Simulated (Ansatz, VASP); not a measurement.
Ru: VASP beside Ansatz

```
Ru
1.0
     0.00000    1.88239    1.88239
     1.88239    0.00000    1.88239
     1.88239    1.88239    0.00000
Ru
1
Direct
  0.00000 0.00000 0.00000
```

Alike in both runs: functional PBEsol; k mesh 8 × 8 × 8; occupations gaussian, width 0.1 eV; no spin polarisation.

Ansatz relaxed the structure, and its values are those at the end. VASP's run is a single point on that final structure, the one shown.

|  | VASP | Ansatz |
| --- | --- | --- |
| version | VASP 6.6.1 | Ansatz 0.2.0 |
| potentials or method | VASP PAW PBE potentials, release 64 (Ru_pv), cutoff 520 eV | scalar-relativistic, plane waves, PAW |
| valence electrons in the cell | 14 | 16 |

|  | VASP | Ansatz | Ansatz less VASP |
| --- | --- | --- | --- |
| gap on the k mesh at the Fermi level (eV) | none | none | - |
| pressure (GPa) | -0.1 | 0.0 | +0.06 |

VASP's potentials were made for PBE, not for PBEsol. A gap of «none» marks a metal or a gap that the smearing closes. VASP's potentials hold 14 valence electrons a cell and Ansatz's 16, so a difference there can come from the potentials and not from the codes.

The k mesh is coarse, so the values compare programs but aren't converged.
